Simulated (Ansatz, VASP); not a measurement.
**Two plane-wave programs on Sc2TiTe3**

The input INCAR:

```
PREC = Accurate
ENCUT = 520
EDIFF = 1E-6
ISMEAR = 0
SIGMA = 0.1
LREAL = F
LASPH = T
NELM = 80
ALGO = Normal
ISIF = 2
LWAVE = F
LCHARG = F
GGA = PE
NBANDS = 35
```

File KPOINTS:

```
regular mesh
0
Gamma
  6 6 2
```

File POSCAR:

```
Sc2TiTe3
1.0
    4.2043670700      0.0000000000      0.0000000000
   -2.1021835300      3.6410886900      0.0000000000
    0.0000000000      0.0000000000     10.3735769900
Sc Ti Te
2 1 3
Direct
    0.3333333300      0.6666666700      0.8219813200
    0.6666666700      0.3333333300      0.1780186800
    0.0000000000      0.0000000000      0.5000000000
    0.6666666700      0.3333333300      0.6439626300
    0.0000000000      0.0000000000      0.0000000000
    0.3333333300      0.6666666700      0.3560373700
```

Input for Ansatz:

```yaml
crystal:
  lattice:
    - [4.20436707, 0.0, 0.0]
    - [-2.10218353, 3.64108869, 0.0]
    - [0.0, 0.0, 10.37357699]
  atoms:
    - { symbol: Sc, position: [0.33333333, 0.66666667, 0.82198132] }
    - { symbol: Sc, position: [0.66666667, 0.33333333, 0.17801868] }
    - { symbol: Ti, position: [0.0, 0.0, 0.5] }
    - { symbol: Te, position: [0.66666667, 0.33333333, 0.64396263] }
    - { symbol: Te, position: [0.0, 0.0, 0.0] }
    - { symbol: Te, position: [0.33333333, 0.66666667, 0.35603737] }
basis:
  ecutwfc: 420
kpoints:
  mp_grid: { grid: [6, 6, 2] }
hamiltonian:
  xc: pbe
scf:
  occupations: { method: gaussian, width: 0.1 }
  lower_state_search: "off"
output:
  forces: true
  stress: true
  eigenvalues: true
```

Alike in both runs: task single point; functional PBE; k mesh 6 × 6 × 2; occupations gaussian, width 0.1 eV; no spin polarisation.

```csv
,VASP,Ansatz
version,VASP 6.6.1,Ansatz 0.2.0
potentials or method,"VASP PAW PBE potentials, release 64 (Sc_sv, Ti_sv, Te), cutoff 520 eV","scalar-relativistic, plane waves, PAW"
valence electrons in the cell,52,82
```

VASP gave:

| Quantity | Value |
| --- | --- |
| gap on the k mesh at the Fermi level (eV) | none |
| pressure (GPa) | -3.9 |
| traceless stress, the component that is largest in VASP (GPa) | -0.40 |
| rms of the force components (eV/Å) | 0.260 |

Which values does Ansatz return?

gap on the k mesh at the Fermi level (eV): none; pressure (GPa): -4.0; traceless stress, the component that is largest in VASP (GPa): -0.40; rms of the force components (eV/Å): 0.262.

Atom by atom the forces differ by 0.002 eV/Å (rms over components). A gap of «none» marks a metal or a gap that the smearing closes. The functional is the same, so the differences come from potentials, cutoffs and numerics. VASP's potentials hold 52 valence electrons a cell and Ansatz's 82, so a difference there can come from the potentials and not from the codes.

Spin-orbit coupling is off throughout.
